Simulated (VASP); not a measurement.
# P (Cmce) in VASP: a series of runs, part 2 of 2

VASP 6.6.1.

## (5) Single point, PBE+D4

This run uses another cell than the first one, of 21.28 Å³/atom.

File INCAR:

```
ALGO = Normal
EDIFF = 1E-6
ENCUT = 500
GGA = PE
GGA_COMPAT = F
ISIF = 2
ISMEAR = -1
IVDW = 13
LASPH = T
LCHARG = T
LELF = T
LREAL = F
LVHAR = T
LWAVE = F
NBANDS = 18
NELM = 120
PREC = Accurate
SIGMA = 0.05
```

File KPOINTS:

```
k-points
0
Gamma
  8 8 6
```

File POSCAR:

```
P
1.0
    1.6694264413     -5.5369543634      0.0000000000
    1.6694264413      5.5369543634      0.0000000000
    0.0000000000      0.0000000000      4.6034271255
P
4
Direct
    0.9041431300      0.0958568700      0.5888151700
    0.0958568700      0.9041431300      0.4111848300
    0.5958568700      0.4041431300      0.0888151700
    0.4041431300      0.5958568700      0.9111848300
```

Potentials or basis: VASP PAW PBE potentials, release 64 (P).

Command:

```sh
cat potpaw_PBE.64/P/POTCAR > POTCAR
mpirun -np 1 vasp_std > vasp.out
```

OUTCAR:

```text
EDIFF = 1E-6
   ENCUT = 500
   GGA = PE
   ISIF = 2
   ISMEAR = -1
   IVDW = 13
   LASPH = T
   LREAL = F
   NELM = 120
   PREC = Accurate

 ion  position               nearest neighbor table
   1  0.904  0.096  0.589-   4 2.23   4 2.23   2 2.28
   2  0.096  0.904  0.411-   3 2.23   3 2.23   1 2.28
   3  0.596  0.404  0.089-   2 2.23   2 2.23   4 2.28
   4  0.404  0.596  0.911-   1 2.23   1 2.23   3 2.28

  LATTYP: Found a base centered orthorhombic cell.
 ALAT       =     3.3388528826
 B/A-ratio  =     3.3166806434
 C/A-ratio  =     1.3787451222

  Lattice vectors:

 A1 = (   1.6694264413,  -5.5369543634,   0.0000000000)
 A2 = (   1.6694264413,   5.5369543634,   0.0000000000)
 A3 = (   0.0000000000,   0.0000000000,   4.6034271255)

Analysis of symmetry for initial positions (statically):
=====================================================================
 Subroutine PRICEL returns:
 Original cell was already a primitive cell.

 Routine SETGRP: Setting up the symmetry group for a
 base centered orthorhombic supercell.

 Subroutine GETGRP returns: Found  8 space group operations
 (whereof  4 operations were pure point group operations)
 out of a pool of  8 trial point group operations.

The static configuration has the point symmetry C_2h.
 The point group associated with its full space group is D_2h.

Analysis of symmetry for dynamics (positions and initial velocities):
=====================================================================
 Subroutine PRICEL returns:
 Original cell was already a primitive cell.

 Routine SETGRP: Setting up the symmetry group for a
 base centered orthorhombic supercell.

 Subroutine GETGRP returns: Found  8 space group operations
 (whereof  4 operations were pure point group operations)
 out of a pool of  8 trial point group operations.

The dynamic configuration has the point symmetry C_2h.
 The point group associated with its full space group is D_2h.

 Subroutine INISYM returns: Found  8 space group operations
 (whereof  4 operations are pure point group operations),
 and found     1 'primitive' translations

----------------------------------------------------------------------------------------

                                     Primitive cell

  volume of cell :      85.1039

  direct lattice vectors                    reciprocal lattice vectors
     1.669426441 -5.536954363  0.000000000     0.299504062 -0.090302352  0.000000000
     1.669426441  5.536954363  0.000000000     0.299504062  0.090302352  0.000000000
     0.000000000  0.000000000  4.603427125     0.000000000  0.000000000  0.217229462

  length of vectors
     5.783152105  5.783152105  4.603427125     0.312821351  0.312821351  0.217229462

  position of ions in fractional coordinates (direct lattice)
     0.904143130  0.095856870  0.588815170
     0.095856870  0.904143130  0.411184830
     0.595856870  0.404143130  0.088815170
     0.404143130  0.595856870  0.911184830

  ion indices of the primitive-cell ions
   primitive index   ion index
                 1           1
                 2           2
                 3           3
                 4           4

----------------------------------------------------------------------------------------
[... 24 lines left out ...]

 Following reciprocal coordinates:
            Coordinates               Weight
  0.000000  0.000000  0.000000      1.000000
  0.125000  0.000000  0.000000      4.000000
  0.250000  0.000000  0.000000      4.000000
  0.375000  0.000000  0.000000      4.000000
  0.500000  0.000000  0.000000      2.000000
  0.125000  0.125000  0.000000      2.000000
[... 16 lines left out ...]
  0.125000  0.000000  0.166667      8.000000
  0.250000  0.000000  0.166667      8.000000
 [... further k-points ...]
   k-points           NKPTS =     84   k-points in BZ     NKDIM =     84   number of bands    NBANDS=     18
   number of dos      NEDOS =    301   number of ions     NIONS =      4
   total plane-waves  NPLWV =  63504
   dimension x,y,z NGX =    42 NGY =   42 NGZ =   36
   dimension x,y,z NGXF=    84 NGYF=   84 NGZF=   72
   ions per type =               4
   NGX,Y,Z   is equivalent  to a cutoff of  12.07, 12.07, 13.00 a.u.
   NGXF,Y,Z  is equivalent  to a cutoff of  24.15, 24.15, 26.00 a.u.
 SYSTEM =  unknown system
   PREC   = accura    normal or accurate (medium, high low for compatibility)
   ISTART =      0    job   : 0-new  1-cont  2-samecut
   ICHARG =      2    charge: 1-file 2-atom 10-const
   ISPIN  =      1    spin polarized calculation?
   LNONCOLLINEAR =      F non collinear calculations
   LSORBIT =      F    spin-orbit coupling
   LASPH  =      T    aspherical Exc in radial PAW
   ENCUT  =  500.0 eV  36.75 Ry    6.06 a.u.  10.54 10.54  8.39*2*pi/ulx,y,z
   NELM   =    120;   NELMIN=  2; NELMDL= -5     # of ELM steps
   EDIFF  = 0.1E-05   stopping-criterion for ELM
   LREAL  =      F    real-space projection
   EDIFFG = 0.1E-04   stopping-criterion for IOM
   NSW    =      0    number of steps for IOM
   IBRION =     -1    ionic relax: 0-MD 1-quasi-New 2-CG
   NFREE  =      0    steps in history (QN), initial steepest desc. (CG)
   ISIF   =      2    stress and relaxation
   ISYM   =      2    0-nonsym 1-usesym 2-fastsym
   POTIM  = 0.5000    time-step for ionic-motion
   TEBEG  =    0.0;   TEEND  =   0.0 temperature during run
   PSTRESS=    0.0 pullay stress
   NELECT =      20.0000    total number of electrons
   NUPDOWN=      -1.0000    fix difference up-down
   EMIN   =  10.00;   EMAX   =-10.00  energy-range for DOS
   EFERMI =   0.00;   METHOD = LEGACY
   ISMEAR =    -1;   SIGMA  =   0.05  broadening in eV -4-tet -1-fermi 0-gaus
   EFERMI_NEDOS =   21; number of points for ismear=-14 and -15
   IALGO  =     38    algorithm
   IMIX   =      4    mixing-type and parameters
     AMIX     =   0.40;   BMIX     =  1.00
     AMIX_MAG =   1.60;   BMIX_MAG =  1.00
  volume/ion in A,a.u.               =      21.28       143.58
  Fermi-wavevector in a.u.,A,eV,Ry     =   1.010264  1.909123 13.886567  1.020634
  Thomas-Fermi vector in A             =   2.143243
   LORBIT       =      0    0 simple, 1 ext, 2 COOP (PROOUT), +10 PAW based schemes
   GGA     = PE    functional components
   LHFCALC =     F    Hartree Fock is set to
   AEXX    =    0.0000 exact exchange contribution
   IVDW    =    13    specifies the selected vdW correction
   LEPSILON=     F    determine dielectric tensor
   LRPA    =     F    only Hartree local field effects (RPA)
 non-spin polarized calculation
  energy-cutoff  :      500.00
  volume of cell :       85.10
 maximum number of plane-waves:      2188
   NGX = 21   NGY = 21   NGZ = 17

 number of electron      20.0000001 magnetization

 Free energy of the ion-electron system (eV)
  ---------------------------------------------------
  ext. energy  EPLUGINS =         0.00000000
  ---------------------------------------------------
  free energy    TOTEN  =       -21.49588299 eV

  energy without entropy =      -21.49561634  energy(sigma->0) =      -21.49574966

 E-fermi :   5.5234     XC(G=0):  -9.2573

 val. band max:        5.4308788091   @ k =   0.5000   0.5000   0.0000
 cond. band min:       5.6170941281   @ k =   0.5000   0.5000   0.0000
 fundamental gap:      0.1862153190
 Fermi energy:         5.5233768890

 k-point     1 :       0.0000    0.0000    0.0000
  band No.  band energies     occupation
      1     -10.0213      2.00000
      2      -7.3985      2.00000
      3      -4.2302      2.00000
      4      -1.0715      2.00000
      5       0.3779      2.00000
      6       0.7728      2.00000
[... 481 lines left out ...]
      5      -0.5804      2.00000
      6      -0.1924      2.00000
[... 10 lines left out ...]
     17      10.9601      0.00000
     18      12.2124      0.00000

 [... further k-points ...]

------------------------ aborting loop because EDIFF is reached ----------------------------------------

  DFT-D4 for vdW energy calculation

  Edisp (eV):   -1.39195

  FORCE on cell =-STRESS in cart. coord.  units (eV):
  Direction    XX          YY          ZZ          XY          YZ          ZX
  --------------------------------------------------------------------------------------
  -------------------------------------------------------------------------------------
  Total      -2.34688    -1.63882    -1.84351     0.00000    -0.00000     0.00000
  in kB     -44.18259   -30.85256   -34.70608     0.00000    -0.00000     0.00000
  external pressure =      -36.58 kB  Pullay stress =        0.00 kB

 VOLUME and BASIS-vectors are now :
 -----------------------------------------------------------------------------
  energy-cutoff  :      500.00
  volume of cell :       85.10
      direct lattice vectors                 reciprocal lattice vectors
     1.669426441 -5.536954363  0.000000000     0.299504062 -0.090302352  0.000000000
     1.669426441  5.536954363  0.000000000     0.299504062  0.090302352  0.000000000
     0.000000000  0.000000000  4.603427125     0.000000000  0.000000000  0.217229462

 POSITION                                       TOTAL-FORCE (eV/Angst)
 -----------------------------------------------------------------------------------
      1.66943     -4.47544      2.71057         0.000000     -0.106635     -0.060294
      1.66943      4.47544      1.89286         0.000000      0.106635      0.060294
      1.66943     -1.06151      0.40885         0.000000      0.106635     -0.060294
      1.66943      1.06151      4.19457         0.000000     -0.106635      0.060294
 -----------------------------------------------------------------------------------
    total drift:                               -0.000000      0.000000      0.000000

  FREE ENERGIE OF THE ION-ELECTRON SYSTEM (eV)
  ---------------------------------------------------
  free  energy   TOTEN  =       -22.8878308981 eV

  energy  without entropy=      -22.8875642498  energy(sigma->0) =      -22.88769757
```

stdout:

```text
POSCAR found type information on POSCAR P
 POSCAR found :  1 types and       4 ions
 scaLAPACK will be used
 LDA part: xc-table for (Slater+PW92), standard interpolation
 POSCAR, INCAR and KPOINTS ok, starting setup
 FFT: planning ... GRIDC
 FFT: planning ... GRID_SOFT
 FFT: planning ... GRID
 WAVECAR not read
 entering main loop
```

Wall time 2 min (1 thread of Oxide Virtual Turin-like, shared host); peak memory 0.24 GiB.

Results:

```
Free energy                : -22.8878 eV
Pressure                   : -3.7 GPa
Largest force              : 0.123 eV/Å
Band gap on the k mesh     : 0.19 eV
Dispersion energy per atom : -0.348 eV
```

Forces in eV/Å, atoms in the order of the input:
```
P    0.000 -0.107 -0.060
P    0.000  0.107  0.060
P    0.000  0.107 -0.060
P    0.000 -0.107  0.060
```

Caveat: the cell stands under tension.

## (6) Single point, BLYP

This run uses another cell than the first one, of 21.28 Å³/atom.

File INCAR:

```
SYSTEM = P
PREC = Accurate
ENCUT = 500
EDIFF = 1E-6
ISMEAR = -1
SIGMA = 0.05
LREAL = .FALSE.
LASPH = .TRUE.
NELM = 120
ALGO = Normal
ISIF = 2
LWAVE = .FALSE.
LCHARG = .FALSE.
GGA = B5
ALDAX = 1.0
AGGAX = 1.0
AGGAC = 1.0
ALDAC = 0.0
NBANDS = 18
GGA_COMPAT = .FALSE.
```

File KPOINTS:

```
regular mesh
0
G
  8 8 6
  0 0 0
```

POSCAR is that of step 5.

Potentials or basis: VASP PAW PBE potentials, release 64 (P).

Command:

```sh
cat potpaw_PBE.64/P/POTCAR > POTCAR
mpirun -np 1 vasp_std > vasp.out
```

OUTCAR:

```text
SYSTEM = P
   PREC = Accurate
   ENCUT = 500
   EDIFF = 1E-6
   ISMEAR = -1
   LREAL = .FALSE.
   LASPH = .TRUE.
   NELM = 120
   ISIF = 2
   GGA = B5

 ion  position               nearest neighbor table
   1  0.904  0.096  0.589-   4 2.23   4 2.23   2 2.28
   2  0.096  0.904  0.411-   3 2.23   3 2.23   1 2.28
   3  0.596  0.404  0.089-   2 2.23   2 2.23   4 2.28
   4  0.404  0.596  0.911-   1 2.23   1 2.23   3 2.28

  LATTYP: Found a base centered orthorhombic cell.
 ALAT       =     3.3388528826
 B/A-ratio  =     3.3166806434
 C/A-ratio  =     1.3787451222

  Lattice vectors:

 A1 = (   1.6694264413,  -5.5369543634,   0.0000000000)
 A2 = (   1.6694264413,   5.5369543634,   0.0000000000)
 A3 = (   0.0000000000,   0.0000000000,   4.6034271255)

Analysis of symmetry for initial positions (statically):
=====================================================================
 Subroutine PRICEL returns:
 Original cell was already a primitive cell.

 Routine SETGRP: Setting up the symmetry group for a
 base centered orthorhombic supercell.

[... 166 lines left out ...]
  ---------------------------------------------------
  free energy    TOTEN  =       -18.68958337 eV

  energy without entropy =      -18.68945009  energy(sigma->0) =      -18.68951673

 E-fermi :   5.9345     XC(G=0):  -8.6667

 val. band max:        5.7912622988   @ k =   0.5000   0.5000   0.0000
 cond. band min:       6.0776636705   @ k =   0.5000   0.5000   0.0000
 fundamental gap:      0.2864013716
 Fermi energy:         5.9344879524

 k-point     1 :       0.0000    0.0000    0.0000
  band No.  band energies     occupation
      1      -9.5853      2.00000
      2      -6.9948      2.00000
      3      -3.8559      2.00000
      4      -0.5941      2.00000
      5       0.7244      2.00000
      6       1.2639      2.00000
[... 481 lines left out ...]
      5      -0.0966      2.00000
      6       0.2603      2.00000
[... 10 lines left out ...]
     17      11.5106      0.00000
     18      12.7111      0.00000

 [... further k-points ...]
[... 5 lines left out ...]
  --------------------------------------------------------------------------------------
  -------------------------------------------------------------------------------------
  Total        1.6586297      1.6354133      1.8275106      0.0000000      0.0000000      0.0000000
  in kB       31.2255795     30.7885051     34.4049550      0.0000000      0.0000000      0.0000000
  external PRESSURE =      32.1396799 kB  Pullay stress =       0.0000000 kB

 VOLUME and BASIS-vectors are now :
 -----------------------------------------------------------------------------
  energy-cutoff  :      500.00
  volume of cell :       85.10
      direct lattice vectors                 reciprocal lattice vectors
     1.669426441 -5.536954363  0.000000000     0.299504062 -0.090302352  0.000000000
     1.669426441  5.536954363  0.000000000     0.299504062  0.090302352  0.000000000
     0.000000000  0.000000000  4.603427125     0.000000000  0.000000000  0.217229462

 POSITION                                       TOTAL-FORCE (eV/Angst)
 -----------------------------------------------------------------------------------
      1.66943     -4.47544      2.71057         0.000000      0.090730     -0.091641
      1.66943      4.47544      1.89286         0.000000     -0.090730      0.091641
      1.66943     -1.06151      0.40885         0.000000     -0.090730     -0.091641
      1.66943      1.06151      4.19457         0.000000      0.090730      0.091641
 -----------------------------------------------------------------------------------
    total drift:                               -0.000000      0.000000      0.000000

  FREE ENERGIE OF THE ION-ELECTRON SYSTEM (eV)
  ---------------------------------------------------
  free  energy   TOTEN  =       -18.6895833730 eV

  energy  without entropy=      -18.6894500878  energy(sigma->0) =      -18.68951673
```

Run time: 2.1 min. Hardware: 1 thread of Oxide Virtual Turin-like, shared host; peak memory 0.23 GiB.

What came out:

```yaml
Free_energy: -18.6896 eV
Pressure: 3.2 GPa
Largest_force: 0.129 eV/Å
Band_gap_on_the_k_mesh: 0.29 eV
```

Forces on the atoms (eV/Å):
```
P    0.000  0.091 -0.092
P    0.000 -0.091  0.092
P    0.000 -0.091 -0.092
P    0.000  0.091  0.092
```

Stress tensor (GPa, compression positive):
```
3.12 0.00 0.00
0.00 3.08 0.00
0.00 0.00 3.44
```

Caveat: the cell stands under pressure; the PAW data sets were made with another functional, which shifts forces and pressure a little.

## (7) The runs side by side

| level | cell | gap on the mesh (eV) | pressure (GPa) | largest force (eV/Å) |
| --- | --- | --- | --- | --- |
| PBE+D4 | a = 5.746, b = 5.746, c = 4.574 Å, angles 90.0, 90.0, 146.4°, 4 atoms | 0.15 | -2.4 | 0.16 |
| BLYP | a = 5.746, b = 5.746, c = 4.574 Å, angles 90.0, 90.0, 146.4°, 4 atoms | 0.25 | 4.7 | 0.28 |
| SVWN5 | a = 5.746, b = 5.746, c = 4.574 Å, angles 90.0, 90.0, 146.4°, 4 atoms | 0.02 | -3.2 | 0.11 |
| PBE+D4 | a = 5.783, b = 5.783, c = 4.603 Å, angles 90.0, 90.0, 146.4°, 4 atoms | 0.19 | -3.7 | 0.12 |
| BLYP | a = 5.783, b = 5.783, c = 4.603 Å, angles 90.0, 90.0, 146.4°, 4 atoms | 0.29 | 3.2 | 0.13 |

Alike in all rows: task single point; potentials or basis VASP PAW PBE potentials, release 64 (P); no spin polarisation; k mesh 8 × 8 × 6; cutoff (eV) 500; smearing fermi-dirac 0.05 eV.

On the cell as given the gap runs from 0.02 eV (SVWN5) to 0.25 eV (BLYP). The pressure there spans -3.2 GPa (SVWN5) to 4.7 GPa (BLYP); a positive pressure means that this level wants a larger cell, a negative one a smaller.

Caveats: the PAW data sets were made with another functional, which shifts forces and pressure a little (at least some runs); the cell stands under pressure (at least some runs); the cell stands under tension (at least some runs).

Absolute energies hang on the potentials; compare differences alone.
